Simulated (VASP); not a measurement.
Wanted: the native input for a VASP 6.6.1 run.

```
Task                   : single point
Functional             : r2SCAN
Potentials or basis    : VASP PAW PBE potentials, release 64 (Rh_sv_GW)
Cutoff                 : 680 eV
k mesh                 : 17 × 17 × 17
Occupations            : fermi-dirac, width 0.1 eV
Spin                   : no spin polarisation
Dipole correction      : no
Further INCAR settings : ALGO = Normal; EDIFF = 1e-06; NBANDS = 14
```

Crystal: Rh.

```
Rh
1.0
     0.00000    1.90067    1.90067
     1.90067    0.00000    1.90067
     1.90067    1.90067    0.00000
Rh
1
Direct
  0.00000 0.00000 0.00000
```

One way to write it, as run:

POSCAR

```
Rh
1.0
    0.0000000000      1.9006673901      1.9006673901
    1.9006673901      0.0000000000      1.9006673901
    1.9006673901      1.9006673901      0.0000000000
Rh
1
Direct
    0.0000000000      0.0000000000      0.0000000000
```

INCAR.step1

```
ALGO = Normal
EDIFF = 1E-5
ENCUT = 680
GGA = PE
GGA_COMPAT = False
ISMEAR = -1
LASPH = True
LCHARG = False
LREAL = False
LWAVE = True
NBANDS = 14
NELM = 120
PREC = Accurate
SIGMA = 0.1
```

INCAR.step2

```
ALGO = Normal
EDIFF = 1E-6
ENCUT = 680
GGA_COMPAT = False
ISIF = 2
ISMEAR = -1
ISTART = 1
LASPH = True
LCHARG = True
LELF = True
LMIXTAU = True
LREAL = False
LVHAR = True
LWAVE = False
METAGGA = R2SCAN
NBANDS = 14
NELM = 120
PREC = Accurate
SIGMA = 0.1
```

KPOINTS

```
k-points
0
Gamma
  17 17 17
```

Potentials or basis: VASP PAW PBE potentials, release 64 (Rh_sv_GW).

Run with:

```sh
$ cat potpaw_PBE.64/Rh_sv_GW/POTCAR > POTCAR
$ cp INCAR.step1 INCAR
$ mpirun -np 1 vasp_std > vasp.out
$ cp INCAR.step2 INCAR
$ mpirun -np 1 vasp_std > vasp.out
```

Results of the run:

- Pressure: 0.1 GPa
- Band gap on the k mesh: zero (an odd number of electrons rules out a gap without spin polarisation)

Caveat: the PAW data sets were made with another functional, which shifts forces and pressure a little.

Wall time 2.9 min on 1 thread of Intel(R) Xeon(R) Platinum 8175M CPU @ 2.50GHz (Skylake/Cascade Lake) (shared host), peak memory 0.2 GiB.
